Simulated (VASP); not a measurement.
# HfH3Cl (P-3m1) in VASP: further runs, part 2 of 2

VASP 6.6.1.

### 4 Single point, PBE

This run uses another cell than the first one, of 12.28 Å³/atom, 1.069 times its volume.

INCAR reads:

```
PREC     = Accurate       # precision mode
ENCUT    = 520            # plane-wave cutoff, eV
EDIFF    = 1E-7           # SCF threshold, eV
ISMEAR   = 0              # smearing method
SIGMA    = 0.2            # smearing width, eV
LREAL    = F              # projectors in reciprocal space
LASPH    = T              # aspherical terms in the spheres
NELM     = 80             # most SCF steps
ALGO     = Normal         # electronic algorithm
ISIF     = 2              # what is computed and relaxed
LWAVE    = F              # write WAVECAR
LCHARG   = T              # write CHGCAR
GGA      = PE             # functional
LELF     = T              # ELF
LVHAR    = T            
NBANDS   = 31             # bands
```

KPOINTS reads:

```
regular mesh
0
Gamma
  6 6 2
```

POSCAR reads:

```
HfH3Cl
1.0
    3.4388905063      0.0000000000      0.0000000000
   -1.7194452532      2.9781665393      0.0000000000
    0.0000000000      0.0000000000     11.9878821262
Hf H Cl
2 6 2
Direct
    0.3333333333      0.6666666667      0.1399286875
    0.6666666667      0.3333333333      0.8600713125
    0.3333333333      0.6666666667      0.9599171881
    0.3333333333      0.6666666667      0.8048121614
    0.0000000000      0.0000000000      0.8697043963
    0.6666666667      0.3333333333      0.0400828119
    0.6666666667      0.3333333333      0.1951878386
    0.0000000000      0.0000000000      0.1302956037
    0.3333333333      0.6666666667      0.3354165498
    0.6666666667      0.3333333333      0.6645834502
```

Potentials or basis: VASP PAW PBE potentials, release 64 (Hf_pv, H, Cl).

Started as:

```
$ cat potpaw_PBE.64/Hf_pv/POTCAR potpaw_PBE.64/H/POTCAR potpaw_PBE.64/Cl/POTCAR > POTCAR
$ mpirun -np 1 vasp_std > vasp.out
```

OUTCAR:

```text
PREC = Accurate
   ENCUT = 520
   EDIFF = 1E-7
   ISMEAR = 0
   LREAL = F
   LASPH = T
   NELM = 80
   ISIF = 2
   GGA = PE

 ion  position               nearest neighbor table
   1  0.333  0.667  0.140-   8 1.99   8 1.99   8 1.99   7 2.09   7 2.09   7 2.09   3 2.16   6 2.32
                             6 2.32   6 2.32   9 2.34
   2  0.667  0.333  0.860-   5 1.99   5 1.99   5 1.99   4 2.09   4 2.09   4 2.09   6 2.16   3 2.32
                             3 2.32   3 2.32  10 2.34
   3  0.333  0.667  0.960-   1 2.16   2 2.32   2 2.32   2 2.32
   4  0.333  0.667  0.805-   2 2.09   2 2.09   2 2.09
   5  0.000  0.000  0.870-   2 1.99   2 1.99   2 1.99
[... 687 lines left out ...]
  external PRESSURE =      -5.5444982 kB  Pullay stress =       0.0000000 kB

 VOLUME and BASIS-vectors are now :
 -----------------------------------------------------------------------------
  energy-cutoff  :      520.00
  volume of cell :      122.77
      direct lattice vectors                 reciprocal lattice vectors
     3.438890506  0.000000000  0.000000000     0.290791463  0.167888529  0.000000000
    -1.719445253  2.978166539  0.000000000     0.000000000  0.335777058  0.000000000
     0.000000000  0.000000000 11.987882126     0.000000000  0.000000000  0.083417570

 POSITION                                       TOTAL-FORCE (eV/Angst)
 -----------------------------------------------------------------------------------
     -0.00000      1.98544      1.67745         0.000000     -0.000000      0.116012
      1.71945      0.99272     10.31043        -0.000000      0.000000     -0.116012
     -0.00000      1.98544     11.50737         0.000000     -0.000000      0.004476
     -0.00000      1.98544      9.64799         0.000000      0.000000      0.010093
      0.00000      0.00000     10.42591         0.000000     -0.000000      0.020428
      1.71945      0.99272      0.48051         0.000000      0.000000     -0.004476
      1.71945      0.99272      2.33989         0.000000      0.000000     -0.010093
      0.00000      0.00000      1.56197         0.000000     -0.000000     -0.020428
     -0.00000      1.98544      4.02093         0.000000      0.000000     -0.111768
      1.71945      0.99272      7.96695        -0.000000      0.000000      0.111768
 -----------------------------------------------------------------------------------
    total drift:                                0.000000     -0.000000      0.000000

  FREE ENERGIE OF THE ION-ELECTRON SYSTEM (eV)
  ---------------------------------------------------
  free  energy   TOTEN  =       -49.0392631241 eV

  energy  without entropy=      -49.0173223532  energy(sigma->0) =      -49.02829274
```

stdout:

```text
POSCAR found type information on POSCAR HfH Cl
 POSCAR found :  3 types and      10 ions
 scaLAPACK will be used
 LDA part: xc-table for (Slater+PW92), standard interpolation
 POSCAR, INCAR and KPOINTS ok, starting setup
 FFT: planning ... GRIDC
 FFT: planning ... GRID_SOFT
 FFT: planning ... GRID
 WAVECAR not read
 entering main loop
```

Wall time 37 s (1 thread of Intel Xeon 6975P-C (Granite Rapids), shared host); peak memory 0.27 GiB.

Results:

```
Free energy            : -49.0393 eV
Pressure               : -0.6 GPa
Largest force          : 0.116 eV/Å
Band gap on the k mesh : zero (band 20 reaches 2.05 eV, above the bottom of band 21 at 2.02 eV)
```

Forces in eV/Å, atoms in the order of the input:
```
Hf   0.000  0.000  0.116
Hf   0.000  0.000 -0.116
H    0.000  0.000  0.004
H    0.000  0.000  0.010
H    0.000  0.000  0.020
H    0.000  0.000 -0.004
H    0.000  0.000 -0.010
H    0.000  0.000 -0.020
Cl   0.000  0.000 -0.112
Cl   0.000  0.000  0.112
```

Caveat: spin-orbit coupling is left out, which moves the levels of the heavy elements; this functional lacks dispersion, which binds the layers, so the pressure and a relaxed spacing across them are unreliable.

### 5 Overview

| task | cell | k mesh | cutoff (eV) | smearing | gap on the mesh (eV) | pressure (GPa) | largest force (eV/Å) |
| --- | --- | --- | --- | --- | --- | --- | --- |
| single point | a = 3.461, b = 3.461, c = 11.072 Å, angles 90.0, 90.0, 120.0°, 10 atoms | 4 × 4 × 1 | 520 | gaussian 0.15 eV | none | -1.0 | 0.18 |
| relaxation of cell and atoms | relaxed from a = 3.650, b = 3.650, c = 11.000 Å, angles 90.0, 90.0, 120.0°, 10 atoms | 4 × 4 × 1 | 600 | gaussian 0.15 eV | none | -0.2 | 0.07 |
| single point | a = 3.439, b = 3.439, c = 11.988 Å, angles 90.0, 90.0, 120.0°, 10 atoms | 6 × 6 × 2 | 520 | gaussian 0.2 eV | none | -0.6 | 0.12 |

Alike in all rows: level PBE; potentials or basis VASP PAW PBE potentials, release 64 (Hf_pv, H, Cl); no spin polarisation.

Caveats: some runs use coarse meshes; spin-orbit coupling is left out, which moves the levels of the heavy elements; this functional lacks dispersion, which binds the layers, so the pressure and a relaxed spacing across them are unreliable; the relaxation stopped at a loose force limit of 0.08 eV/Å, so its end isn't a converged minimum (some runs).

Total energies depend on the potentials used, so only differences within one code and one set of settings carry meaning.
